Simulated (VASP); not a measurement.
Ge:

```
Ge
1.0
     1.39715   -2.60052    0.00000
     1.39715    2.60052    0.00000
     0.00000    0.00000    2.69823
Ge
1
Direct
  0.50000 0.50000 0.00000
```

- Program: VASP 6.6.1
- Task: relaxation of cell and atoms
- Functional: revPBE
- Dispersion: D3(BJ)
- Potentials or basis: VASP PAW PBE potentials, release 64 (Ge_d)
- Cutoff: 600 eV
- k mesh: 11 × 11 × 10
- Occupations: fermi-dirac, width 0.05 eV
- Spin: no spin polarisation

At the start: pressure -4.8 GPa; volume 19.61 Å³/atom.

Question: Where does the relaxation end?

Answer: Over 32 steps the energy falls by 27.6 meV/atom and the volume is 18.19 Å³/atom (-7.2 %); space group P6/mmm (No. 191, to 0.05 Å).

The path:
| step | energy change (eV) | largest force (eV/Å) | pressure (GPa) | volume (Å³) |
| --- | --- | --- | --- | --- |
| 1 | 0.0000 | 0.0000 | -4.83 | 19.61 |
| 2 | -0.0242 | 0.0000 | 1.03 | 17.98 |
| 3 | -0.0246 | 0.0000 | 0.21 | 18.15 |
| 4 | -0.0246 | 0.0000 | 0.47 | 18.12 |
| 5 | -0.0267 | 0.0000 | 0.25 | 18.14 |
| 6 | -0.0272 | 0.0000 | 0.30 | 18.14 |
| 7 | -0.0273 | 0.0000 | 0.12 | 18.16 |
| 8 | -0.0274 | 0.0000 | 0.13 | 18.15 |
| 9 | -0.0274 | 0.0000 | 0.18 | 18.15 |
| 10 | -0.0275 | 0.0000 | -0.18 | 18.22 |
| 11 | -0.0276 | 0.0000 | -0.10 | 18.20 |
| 12 | -0.0276 | 0.0000 | 0.07 | 18.20 |
| 13 | -0.0275 | 0.0000 | -0.22 | 18.22 |
| 14 | -0.0276 | 0.0000 | -0.03 | 18.21 |
| 15 | -0.0276 | 0.0000 | 0.01 | 18.21 |
| 16 | -0.0276 | 0.0000 | -0.08 | 18.22 |
| 17 | -0.0276 | 0.0000 | 0.10 | 18.21 |
| 18 | -0.0276 | 0.0000 | -0.01 | 18.22 |
| 19 | -0.0276 | 0.0000 | -0.12 | 18.21 |
| 20 | -0.0276 | 0.0000 | -0.11 | 18.21 |
| 21 | -0.0276 | 0.0000 | -0.13 | 18.20 |
| 22 | -0.0276 | 0.0000 | 0.01 | 18.19 |
| 23 | -0.0276 | 0.0000 | 0.02 | 18.19 |
| 24 | -0.0276 | 0.0000 | 0.10 | 18.18 |
| 25 | -0.0276 | 0.0000 | 0.07 | 18.18 |
| 26 | -0.0276 | 0.0000 | 0.10 | 18.18 |
| 27 | -0.0276 | 0.0000 | 0.10 | 18.18 |
| 28 | -0.0276 | 0.0000 | 0.09 | 18.18 |
| 29 | -0.0276 | 0.0000 | 0.03 | 18.18 |
| 30 | -0.0276 | 0.0000 | 0.08 | 18.18 |
| 31 | -0.0276 | 0.0000 | 0.05 | 18.18 |
| 32 | -0.0276 | 0.0000 | 0.03 | 18.19 |

Final structure:
```xyz
1
Lattice="1.4032 -2.4334 0.0000 1.4032 2.4334 0.0000 0.0000 0.0000 2.6631" Properties=species:S:1:pos:R:3 pbc="T T T"
Ge    1.4032    0.0000    0.0000
```

Caveat: the PAW data sets were made with another functional, which shifts forces and pressure a little; pairwise dispersion overbinds metals, which lowers pressure and volume.
